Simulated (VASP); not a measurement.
A run of VASP 6.6.1:

Contents of INCAR:

```
PREC     = Accurate       # precision mode
ENCUT    = 520            # plane-wave cutoff, eV
EDIFF    = 1E-7           # SCF threshold, eV
ISMEAR   = 0              # smearing method
SIGMA    = 0.1            # smearing width, eV
LREAL    = F              # projectors in reciprocal space
LASPH    = T              # aspherical terms in the spheres
NELM     = 80             # most SCF steps
ALGO     = Normal         # electronic algorithm
ISIF     = 2              # what is computed and relaxed
LWAVE    = F              # write WAVECAR
LCHARG   = T              # write CHGCAR
GGA      = PE             # functional
LELF     = T              # ELF
LVHAR    = T            
NBANDS   = 11             # bands
```

The input KPOINTS:

```
Automatic mesh
0
Gamma
  18 18 18
```

The input POSCAR:

```
Pd
1.0
    0.0000000000      1.9710868507      1.9710868507
    1.9710868507      0.0000000000      1.9710868507
    1.9710868507      1.9710868507      0.0000000000
Pd
1
Direct
    0.0000000000      0.0000000000      0.0000000000
```

Potentials or basis: VASP PAW PBE potentials, release 64 (Pd).

Launch:

```sh
$ cat potpaw_PBE.64/Pd/POTCAR > POTCAR
$ mpirun -np 1 vasp_std > vasp.out
```

Hardware: 1 thread of AMD EPYC 7R13 Processor (Zen 3) (shared host).

Estimate the wall time of this run.

Wall time 42 s on 1 thread of AMD EPYC 7R13 Processor (Zen 3), on a shared host, peak memory 0.13 GiB. Counts: scf iterations 12, k points 195.
